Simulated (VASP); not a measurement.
# Si8O16F (a cell with a defect) in VASP: further runs, part 2 of 2

VASP 6.6.1. The steps go on from the part before.

### Step 3. Single point, PBE+D3(BJ)

INCAR reads:

```
SYSTEM = Si8O16F
PREC = Accurate
ENCUT = 520
EDIFF = 1E-6
ISMEAR = 0
SIGMA = 0.02
LREAL = Auto
LASPH = .TRUE.
NELM = 100
ALGO = Normal
ISIF = 2
LWAVE = .FALSE.
LCHARG = .FALSE.
GGA = PE
IVDW = 12
NELECT = 136.0
NBANDS = 86
```

KPOINTS reads:

```
regular mesh
0
G
  2 2 3
  0 0 0
```

POSCAR reads:

```
Si8O16F
1.0
   -4.1501000000     -4.1501000000      0.0000000000
    4.1501000000     -4.1501000000      0.0000000000
    0.0000000000      0.0000000000      5.3150000000
Si O F
8 16 1
Direct
    0.4958492725      0.4993880939     -0.0003133336
   -0.0056004042      0.4959314563      0.2480935295
    0.4864653969      0.4923245144      0.4999958873
   -0.0075198541      0.5178021411      0.7483294420
   -0.0094446342      0.0187397469      0.0124247873
    0.4974657223     -0.0086276222      0.2448540761
    0.0115964435      0.0074340932      0.5062328693
    0.4991678349     -0.0141558481      0.7477236450
    0.1874413830      0.5074338870     -0.0021921218
    0.0820031571      0.2031104636      0.2888441368
    0.7990469878      0.5527408849     -0.0119675938
   -0.0018771720      0.8158558518      0.2545510194
    0.1862331577      0.5204759871      0.5062720291
    0.0024061021      0.2053532193      0.7519754266
    0.7971827132      0.4983701795      0.4945163380
    0.0024029201      0.8182652628      0.7489793753
    0.6772812971     -0.0622022123     -0.0151450272
    0.4888114606      0.6880328995      0.2541772177
    0.3001605122     -0.0064383321     -0.0038418652
    0.4708875823      0.3047707826      0.2538445475
    0.6984539279      0.0032579991      0.4944838208
    0.4871100286      0.6819202052      0.7416740677
    0.3151193406     -0.0180825838      0.5066371917
    0.4985108066      0.2970001672      0.7541570363
    0.7928085477      0.2286208331      0.1112821782
```

Potentials or basis: VASP PAW PBE potentials, release 64 (Si, O, F).

Run with:

```bash
cat potpaw_PBE.64/Si/POTCAR potpaw_PBE.64/O/POTCAR potpaw_PBE.64/F/POTCAR > POTCAR
mpirun -np 1 vasp_std > vasp.out
```

OUTCAR:

```text
SYSTEM = Si8O16F
   PREC = Accurate
   ENCUT = 520
   EDIFF = 1E-6
   ISMEAR = 0
   LREAL = Auto
   LASPH = .TRUE.
   NELM = 100
   ISIF = 2
   GGA = PE
   IVDW = 12
   NELECT = 136.0
 IVDW          = 12

 ion  position               nearest neighbor table
   1  0.496  0.499  1.000-  22 1.74  18 1.75  24 1.76  20 1.78  11 1.81   9 1.81  25 2.43   3 2.66
                             3 2.66
   2  0.994  0.496  0.248-  15 1.75   9 1.75  13 1.78  10 1.81  11 1.83  12 1.88  25 2.10   4 2.66
                             4 2.66   5 3.07
   3  0.486  0.492  0.500-  22 1.70  20 1.71  18 1.74  13 1.77  24 1.77  15 1.82   1 2.66   1 2.66
[... 12 lines left out ...]
  10  0.082  0.203  0.289-   7 1.68   2 1.81   5 1.90
  11  0.799  0.553  0.988-   4 1.72   1 1.81   2 1.83
  12  0.998  0.816  0.255-   7 1.75   5 1.75   2 1.88
  13  0.186  0.520  0.506-   4 1.72   3 1.77   2 1.78
  14  0.002  0.205  0.752-   7 1.75   5 1.77   4 1.83
[... 8 lines left out ...]
  23  0.315  0.982  0.507-   8 1.68   6 1.76   7 1.79
  24  0.499  0.297  0.754-   1 1.76   3 1.77   8 1.83
  25  0.793  0.229  0.111-   5 1.77   2 2.10   6 2.33   1 2.43

  LATTYP: Found a simple tetragonal cell.
 ALAT       =     5.8691277052
[... 219 lines left out ...]
 k-point     1 :       0.0000    0.0000    0.0000
  band No.  band energies     occupation
      1     -15.3064      2.00000
      2     -13.5189      2.00000
      3     -12.1520      2.00000
      4     -12.0727      2.00000
      5     -11.3748      2.00000
      6     -11.1500      2.00000
[... 653 lines left out ...]
     79      18.9101      0.00000
     80      19.1068      0.00000
 [bands above 80 left out]

------------------------ aborting loop because EDIFF is reached ----------------------------------------

 Edisp (eV)   -6.11215

 E8    (eV) :    -2.0854

  FORCE on cell =-STRESS in cart. coord.  units (eV):
  Direction    XX          YY          ZZ          XY          YZ          ZX
  --------------------------------------------------------------------------------------
  -------------------------------------------------------------------------------------
  Total      44.35292    47.54681    40.28955     1.08910    -3.80816    -4.06025
  in kB     388.13463   416.08452   352.57589     9.53079   -33.32538   -35.53144
  external pressure =      385.60 kB  Pullay stress =        0.00 kB

 VOLUME and BASIS-vectors are now :
 -----------------------------------------------------------------------------
  energy-cutoff  :      520.00
  volume of cell :      183.08
      direct lattice vectors                 reciprocal lattice vectors
    -4.150100000 -4.150100000  0.000000000    -0.120479025 -0.120479025  0.000000000
     4.150100000 -4.150100000  0.000000000     0.120479025 -0.120479025  0.000000000
     0.000000000  0.000000000  5.315000000     0.000000000  0.000000000  0.188146754

 POSITION                                       TOTAL-FORCE (eV/Angst)
 -----------------------------------------------------------------------------------
      0.01469     -4.13033      5.31333         0.000794     -0.002838      0.006803
     -2.06869     -6.18502      1.31862         0.016335     -0.032930     -0.001313
      0.02432     -4.06208      2.65748         0.002110      0.001727     -0.001769
     -1.96996     -6.26782      3.97737         0.000045     -0.002296     -0.002773
     -4.03313     -4.18868      0.06604        -0.096234      0.007222     -0.036162
      2.04976     -6.17883      1.30140         0.024391      0.011342      0.007726
[... 17 lines left out ...]
     -0.83629     -3.30145      4.00834        -0.022506      0.015225     -0.007471
     -2.34144     -4.23903      0.59146         0.084943      0.008706      0.019112
 -----------------------------------------------------------------------------------
    total drift:                               -0.001839      0.009284      0.001978

  FREE ENERGIE OF THE ION-ELECTRON SYSTEM (eV)
  ---------------------------------------------------
  free  energy   TOTEN  =      -176.4753681460 eV

  energy  without entropy=     -176.4753681460  energy(sigma->0) =     -176.47536815
```

stdout:

```text
POSCAR found type information on POSCAR SiO F
 POSCAR found :  3 types and      25 ions
 scaLAPACK will be used
 LDA part: xc-table for (Slater+PW92), standard interpolation
 POSCAR, INCAR and KPOINTS ok, starting setup
 FFT: planning ... GRIDC
 FFT: planning ... GRID_SOFT
 FFT: planning ... GRID
 WAVECAR not read
 entering main loop
 the old and the new charge density differ
 old charge density:   135.00000 new  136.00000
    0.372E+01
```

Wall time 1.8 min (1 thread of Intel Xeon Platinum 8559C (Emerald Rapids), shared host); peak memory 0.31 GiB.

What came out:

* Free energy: -176.4754 eV
* Largest force: 0.103 eV/Å
* Dispersion energy per atom: -0.244 eV

Forces on the atoms (eV/Å):
```
Si   0.001 -0.003  0.007
Si   0.016 -0.033 -0.001
Si   0.002  0.002 -0.002
Si   0.000 -0.002 -0.003
Si  -0.096  0.007 -0.036
Si   0.024  0.011  0.008
Si  -0.021  0.010  0.009
Si   0.017  0.021 -0.013
O   -0.012 -0.013 -0.007
O    0.017 -0.015 -0.016
O   -0.002  0.023  0.013
O   -0.014  0.023  0.005
O   -0.017 -0.003 -0.001
O    0.016 -0.006  0.001
O    0.011  0.012  0.010
O    0.005 -0.002  0.011
O   -0.021 -0.037  0.031
O    0.006 -0.013 -0.001
O    0.011  0.008 -0.006
O   -0.026  0.010 -0.006
O   -0.010 -0.016 -0.002
O    0.007 -0.020  0.008
O    0.023  0.011 -0.022
O   -0.023  0.015 -0.007
F    0.085  0.009  0.019
```

Levels at points of the mesh, in eV from the Fermi level:
```csv
k point,band 65,band 66,band 67,band 68,band 69,band 70,band 71,band 72
"(0.00, 0.00, 0.00)",-1.45,-0.85,-0.55,-0.19,5.08,5.94,6.33,6.43
"(0.50, 0.00, 0.00)",-1.62,-1.21,-0.67,-0.27,5.95,6.13,6.72,6.94
"(0.00, 0.50, 0.00)",-1.62,-1.36,-0.80,-0.20,6.00,6.30,6.58,6.79
"(0.50, 0.50, 0.00)",-1.55,-1.28,-1.05,-0.42,6.56,6.83,6.94,7.09
```

Caveat: the k points lie up to 0.54 Å⁻¹ apart; the cell carries a net charge on a neutralising background, which shifts energy and pressure; the cell is charged against a uniform background, so pressure and absolute levels hang on convention.
